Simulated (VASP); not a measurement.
# EuS (Fm-3m) in VASP: single point with PBE-based global hybrid with 35 % exact exchange

Aim: the single point of EuS with PBE-based global hybrid with 35 % exact exchange.

Everything below comes from runs of VASP 6.6.1. Logs are shortened: lines on timing, memory, paths and dates and some standing lists are left out, and cuts for length are marked.

## 1. The cell of the first run

Symmetry: Fm-3m, No. 225, cubic system. Conventional cell: a = 5.957 Å, b = 5.957 Å, c = 5.957 Å, α = 90.00°, β = 90.00°, γ = 90.00°. Within 3.9 Å of Eu (site symmetry m-3m) lie 6 S at 2.98 Å. S (site symmetry m-3m) has 6 Eu at 2.98 Å within 3.9 Å.

## 2. Single point, PBE-based global hybrid with 35 % exact exchange, collinear spin, ferromagnetic start

POSCAR reads:

```
EuS
1.0
    0.0000000000      2.9785018670      2.9785018670
    2.9785018670      0.0000000000      2.9785018670
    2.9785018670      2.9785018670      0.0000000000
Eu S
1 1
Direct
    0.5000000000      0.5000000000      0.5000000000
    0.0000000000      0.0000000000      0.0000000000
```

INCAR.step1 reads:

```
SYSTEM = EuS
PREC = Accurate ; ENCUT = 520
EDIFF = 1E-5 ; ISMEAR = 0
SIGMA = 0.05 ; LREAL = .False.
LASPH = .True. ; NELM = 200
ALGO = Normal ; ISIF = 2
LWAVE = .True. ; LCHARG = .False.
ISPIN = 2 ; MAGMOM = 7.55 0
LORBIT = 11 ; LMAXMIX = 6
GGA = PE ; NBANDS = 22
GGA_COMPAT = .False.
```

INCAR.step2 reads:

```
SYSTEM = EuS
PREC = Accurate ; ENCUT = 520
EDIFF = 1E-6 ; ISMEAR = 0
SIGMA = 0.05 ; LREAL = .False.
LASPH = .True. ; NELM = 200
ALGO = Normal ; ISIF = 2
LWAVE = .False. ; LCHARG = .False.
ISPIN = 2 ; MAGMOM = 7.55 0
LORBIT = 11 ; LMAXMIX = 6
GGA = PE ; LHFCALC = .True.
AEXX = 0.35 ; PRECFOCK = Normal
ISTART = 1 ; NBANDS = 22
GGA_COMPAT = .False.
```

KPOINTS reads:

```
regular mesh
0
Gamma
  4 4 4
  0 0 0
```

Potentials or basis: VASP PAW PBE potentials, release 64 (Eu, S).

Command:

```
$ cat potpaw_PBE.64/Eu/POTCAR potpaw_PBE.64/S/POTCAR > POTCAR
$ cp INCAR.step1 INCAR
$ mpirun -np 1 vasp_std > vasp.out
$ cp INCAR.step2 INCAR
$ mpirun -np 1 vasp_std > vasp.out
```

OUTCAR:

```text
SYSTEM = EuS
   PREC = Accurate
   ENCUT = 520
   EDIFF = 1E-6
   ISMEAR = 0
   LREAL = .False.
   LASPH = .True.
   NELM = 200
   ISIF = 2
   ISPIN = 2
   LORBIT = 11
   GGA = PE
   LHFCALC = .True.
   AEXX = 0.35
   PRECFOCK = Normal
   ISTART = 1

 ion  position               nearest neighbor table
   1  0.500  0.500  0.500-   2 2.98   2 2.98   2 2.98   2 2.98   2 2.98   2 2.98
   2  0.000  0.000  0.000-   1 2.98   1 2.98   1 2.98   1 2.98   1 2.98   1 2.98

  LATTYP: Found a face centered cubic cell.
 ALAT       =     5.9570037340

  Lattice vectors:

 A1 = (   0.0000000000,   2.9785018670,   2.9785018670)
 A2 = (   2.9785018670,   0.0000000000,   2.9785018670)
 A3 = (   2.9785018670,   2.9785018670,   0.0000000000)

Analysis of symmetry for initial positions (statically):
=====================================================================
 Subroutine PRICEL returns:
 Original cell was already a primitive cell.

 Routine SETGRP: Setting up the symmetry group for a
 face centered cubic supercell.

 Subroutine GETGRP returns: Found 48 space group operations
 (whereof 48 operations were pure point group operations)
 out of a pool of 48 trial point group operations.

The static configuration has the point symmetry O_h .

Analysis of symmetry for dynamics (positions and initial velocities):
=====================================================================
 Subroutine PRICEL returns:
 Original cell was already a primitive cell.

 Routine SETGRP: Setting up the symmetry group for a
 face centered cubic supercell.

 Subroutine GETGRP returns: Found 48 space group operations
 (whereof 48 operations were pure point group operations)
 out of a pool of 48 trial point group operations.

The dynamic configuration has the point symmetry O_h .

Analysis of structural, dynamic, and magnetic symmetry:
=====================================================================
 Subroutine PRICEL returns:
 Original cell was already a primitive cell.

 Routine SETGRP: Setting up the symmetry group for a
 face centered cubic supercell.

 Subroutine GETGRP returns: Found 48 space group operations
 (whereof 48 operations were pure point group operations)
 out of a pool of 48 trial point group operations.

The overall configuration has the point symmetry O_h .

 Subroutine INISYM returns: Found 48 space group operations
 (whereof 48 operations are pure point group operations),
 and found     1 'primitive' translations

----------------------------------------------------------------------------------------

                                     Primitive cell

  volume of cell :      52.8474

  direct lattice vectors                    reciprocal lattice vectors
     0.000000000  2.978501867  2.978501867    -0.167869628  0.167869628  0.167869628
     2.978501867  0.000000000  2.978501867     0.167869628 -0.167869628  0.167869628
     2.978501867  2.978501867  0.000000000     0.167869628  0.167869628 -0.167869628

  length of vectors
     4.212237736  4.212237736  4.212237736     0.290758725  0.290758725  0.290758725

  position of ions in fractional coordinates (direct lattice)
     0.500000000  0.500000000  0.500000000
     0.000000000  0.000000000  0.000000000

  ion indices of the primitive-cell ions
   primitive index   ion index
                 1           1
                 2           2

----------------------------------------------------------------------------------------

 KPOINTS: regular mesh

Automatic generation of k-mesh.
 Grid dimensions read from file:
 generate k-points for:    4    4    4

 Generating k-lattice:

  Cartesian coordinates                     Fractional coordinates (reciprocal lattice)
    -0.041967407  0.041967407  0.041967407     0.250000000  0.000000000  0.000000000
     0.041967407 -0.041967407  0.041967407     0.000000000  0.250000000  0.000000000
     0.041967407  0.041967407 -0.041967407     0.000000000  0.000000000  0.250000000

  Length of vectors
     0.072689681  0.072689681  0.072689681

  Shift w.r.t. Gamma in fractional coordinates (k-lattice)
     0.000000000  0.000000000  0.000000000

 Subroutine IBZKPT returns following result:
 ===========================================

 Found      8 irreducible k-points:

 Following reciprocal coordinates:
            Coordinates               Weight
  0.000000  0.000000  0.000000      1.000000
  0.250000  0.000000  0.000000      8.000000
  0.500000  0.000000  0.000000      4.000000
  0.250000  0.250000  0.000000      6.000000
  0.500000  0.250000  0.000000     24.000000
 -0.250000  0.250000  0.000000     12.000000
  0.500000  0.500000  0.000000      3.000000
 -0.250000  0.500000  0.250000      6.000000
   k-points           NKPTS =      8   k-points in BZ     NKDIM =     64   number of bands    NBANDS=     22
   number of dos      NEDOS =    301   number of ions     NIONS =      2
   total plane-waves  NPLWV =  32768
   dimension x,y,z NGX =    32 NGY =   32 NGZ =   32
   dimension x,y,z NGXF=    64 NGYF=   64 NGZF=   64
   ions per type =               1   1
   NGX,Y,Z   is equivalent  to a cutoff of  12.63, 12.63, 12.63 a.u.
   NGXF,Y,Z  is equivalent  to a cutoff of  25.26, 25.26, 25.26 a.u.
 SYSTEM =  EuS
   PREC   = accura    normal or accurate (medium, high low for compatibility)
   ISTART =      1    job   : 0-new  1-cont  2-samecut
   ICHARG =      0    charge: 1-file 2-atom 10-const
   ISPIN  =      2    spin polarized calculation?
   LNONCOLLINEAR =      F non collinear calculations
   LSORBIT =      F    spin-orbit coupling
   LASPH  =      T    aspherical Exc in radial PAW
   ENCUT  =  520.0 eV  38.22 Ry    6.18 a.u.   7.83  7.83  7.83*2*pi/ulx,y,z
   NELM   =    200;   NELMIN=  2; NELMDL=  0     # of ELM steps
   EDIFF  = 0.1E-05   stopping-criterion for ELM
   LREAL  =      F    real-space projection
   EDIFFG = 0.1E-04   stopping-criterion for IOM
   NSW    =      0    number of steps for IOM
   IBRION =     -1    ionic relax: 0-MD 1-quasi-New 2-CG
   NFREE  =      0    steps in history (QN), initial steepest desc. (CG)
   ISIF   =      2    stress and relaxation
   ISYM   =      3    0-nonsym 1-usesym 2-fastsym
   POTIM  = 0.5000    time-step for ionic-motion
   TEBEG  =    0.0;   TEEND  =   0.0 temperature during run
   PSTRESS=    0.0 pullay stress
   NELECT =      23.0000    total number of electrons
   NUPDOWN=      -1.0000    fix difference up-down
   EMIN   =  10.00;   EMAX   =-10.00  energy-range for DOS
   EFERMI =   0.00;   METHOD = LEGACY
   ISMEAR =     0;   SIGMA  =   0.05  broadening in eV -4-tet -1-fermi 0-gaus
   EFERMI_NEDOS =   21; number of points for ismear=-14 and -15
   IALGO  =     38    algorithm
   IMIX   =      1    mixing-type and parameters
     AMIX     =   0.40;   BMIX     =  1.00
     AMIX_MAG =   1.60;   BMIX_MAG =  1.00
  volume/ion in A,a.u.               =      26.42       178.32
  Fermi-wavevector in a.u.,A,eV,Ry     =   1.240632  2.344454 20.941641  1.539167
  Thomas-Fermi vector in A             =   2.375064
   LORBIT       =     11    0 simple, 1 ext, 2 COOP (PROOUT), +10 PAW based schemes
   GGA     = PE    functional components
   LHFCALC =     T    Hartree Fock is set to
   PRECFOCK=normal    Normal, Fast or Accurate (Low or Medium for compatibility)
   ENCUT4O =  -1.0   cutoff for four orbital integrals eV
   NKREDX  =     1    reduce k-point grid by
   NKREDY  =     1    reduce k-point grid by
   NKREDZ  =     1    reduce k-point grid by
   AEXX    =    0.3500 exact exchange contribution
   HFSCREEN=    0.0000 screening length (either q_TF or 0.3 A-1)
   HFSCREENC=   0.0000 screening length for correlation (either q_TF or 0.3 A-1)
   ENCUTFOCK=  -1.0 apply spherical cutoff to Coloumb kernel
   IVDW    =     0    specifies the selected vdW correction
   LEPSILON=     F    determine dielectric tensor
   LRPA    =     F    only Hartree local field effects (RPA)
 spin polarized calculation
 Gauss-broadening in eV      SIGMA  =   0.05
  energy-cutoff  :      520.00
  volume of cell :       52.85
 maximum number of plane-waves:      1428
  NGX = 24; NGY = 24; NGZ = 24

 number of electron      23.0000005 magnetization       7.0003402

 Free energy of the ion-electron system (eV)
  ---------------------------------------------------
  ext. energy  EPLUGINS =         0.00000000
  ---------------------------------------------------
  free energy    TOTEN  =       -40.03886813 eV

  energy without entropy =      -40.03886813  energy(sigma->0) =      -40.03886813

 E-fermi :   2.3419     XC(G=0):  -6.7428

 val. band max:        2.1301179227   @ k =   0.0000   0.0000   0.0000
 cond. band min:       4.4440454376   @ k =   0.5000   0.5000   0.0000
 fundamental gap:      2.3139275149
 Fermi energy:         2.3419066317

 spin component 1

 k-point     1 :       0.0000    0.0000    0.0000
  band No.  band energies     occupation
      1     -40.9355      1.00000
      2     -18.1601      1.00000
      3     -18.1601      1.00000
      4     -18.1601      1.00000
      5     -12.2656      1.00000
      6      -0.2273      1.00000
[... 14 lines left out ...]
     21       7.5861      0.00000
     22      12.9057      0.00000

 k-point     2 :       0.2500    0.0000    0.0000
  band No.  band energies     occupation
      1     -40.9267      1.00000
      2     -18.4095      1.00000
      3     -18.1720      1.00000
      4     -18.1720      1.00000
      5     -11.7447      1.00000
      6      -1.6458      1.00000
[... 14 lines left out ...]
     21       9.6229      0.00000
     22      14.5654      0.00000
[... 108 lines left out ...]
      6      -1.3903      1.00000
[... 14 lines left out ...]
     21      10.9333      0.00000
     22      12.8150      0.00000

 k-point     8 :      -0.2500    0.5000    0.2500
  band No.  band energies     occupation
      1     -40.9122      1.00000
      2     -18.3742      1.00000
      3     -18.3742      1.00000
      4     -18.3260      1.00000
      5     -11.5791      1.00000
      6      -1.4558      1.00000
[... 14 lines left out ...]
     21      13.4660      0.00000
     22      13.9825      0.00000
 Fermi energy:         2.3419066317

 spin component 2

 k-point     1 :       0.0000    0.0000    0.0000
  band No.  band energies     occupation
      1     -37.4890      1.00000
      2     -15.5753      1.00000
      3     -15.5753      1.00000
      4     -15.5753      1.00000
      5     -12.2997      1.00000
      6       0.1999      1.00000
[... 14 lines left out ...]
     21      15.9174      0.00000
     22      17.3179      0.00000

 k-point     2 :       0.2500    0.0000    0.0000
  band No.  band energies     occupation
      1     -37.4765      1.00000
      2     -16.0218      1.00000
      3     -15.5890      1.00000
      4     -15.5890      1.00000
      5     -11.6096      1.00000
      6      -1.4598      1.00000
[... 14 lines left out ...]
     21      15.8434      0.00000
     22      16.9786      0.00000
[... 123 lines left out ...]
     21      15.9042      0.00000
     22      16.3968      0.00000

 k-point     8 :      -0.2500    0.5000    0.2500
  band No.  band energies     occupation
      1     -37.4562      1.00000
      2     -15.8698      1.00000
      3     -15.8689      1.00000
      4     -15.8689      1.00000
      5     -11.5378      1.00000
      6      -1.3320      1.00000
[... 14 lines left out ...]
     21      15.6320      0.00000
     22      15.6355      0.00000

------------------------ aborting loop because EDIFF is reached ----------------------------------------

  FORCE on cell =-STRESS in cart. coord.  units (eV):
  Direction    XX          YY          ZZ          XY          YZ          ZX
  --------------------------------------------------------------------------------------
  -------------------------------------------------------------------------------------
  Total        0.0956559      0.0956559      0.0956559     -0.0000000     -0.0000000      0.0000000
  in kB        2.9000043      2.9000043      2.9000043     -0.0000000     -0.0000000      0.0000000
  external PRESSURE =       2.9000043 kB  Pullay stress =       0.0000000 kB

 VOLUME and BASIS-vectors are now :
 -----------------------------------------------------------------------------
  energy-cutoff  :      520.00
  volume of cell :       52.85
      direct lattice vectors                 reciprocal lattice vectors
     0.000000000  2.978501867  2.978501867    -0.167869628  0.167869628  0.167869628
     2.978501867  0.000000000  2.978501867     0.167869628 -0.167869628  0.167869628
     2.978501867  2.978501867  0.000000000     0.167869628  0.167869628 -0.167869628

 POSITION                                       TOTAL-FORCE (eV/Angst)
 -----------------------------------------------------------------------------------
      2.97850      2.97850      2.97850        -0.000000     -0.000000     -0.000000
      0.00000      0.00000      0.00000         0.000000      0.000000      0.000000
 -----------------------------------------------------------------------------------
    total drift:                                0.000006      0.000010      0.000011

  FREE ENERGIE OF THE ION-ELECTRON SYSTEM (eV)
  ---------------------------------------------------
  free  energy   TOTEN  =       -40.0388681291 eV

  energy  without entropy=      -40.0388681291  energy(sigma->0) =      -40.03886813

 total charge

# of ion       s       p       d       f       tot
--------------------------------------------------
    1        2.034   5.843   0.204   6.843  14.924
    2        1.305   2.486   0.000   0.000   3.791
--------------------------------------------------
tot          3.339   8.329   0.204   6.843  18.716

 magnetization (x)

# of ion       s       p       d       f       tot
--------------------------------------------------
    1       -0.013  -0.104   0.032   6.822   6.737
    2       -0.006  -0.048   0.000   0.000  -0.054
--------------------------------------------------
tot         -0.019  -0.152   0.032   6.822   6.683
```

Run time: 30 min. Hardware: 1 thread of Intel Xeon Platinum 8375C at 2.90GHz (Ice Lake), shared host; peak memory 0.22 GiB.

Results:

```yaml
Free_energy: -40.0389 eV
Pressure: 0.3 GPa
Band_gap_on_the_k_mesh: 2.31 eV (least direct gap 2.62 eV)
Net_moment: 7.00 μB per cell
Site_moments: Eu +6.74; S -0.05 μB
Valence_electrons_inside_the_program's_atomic_spheres: Eu 14.92; S 3.79
```

Caveat: the k points lie up to 0.46 Å⁻¹ apart; the PAW data sets were made with another functional, which shifts forces and pressure a little; spin-orbit coupling is left out, which moves the levels of the heavy elements; a cell with one magnetic atom can't hold antiferromagnetic order, which such compounds often take.
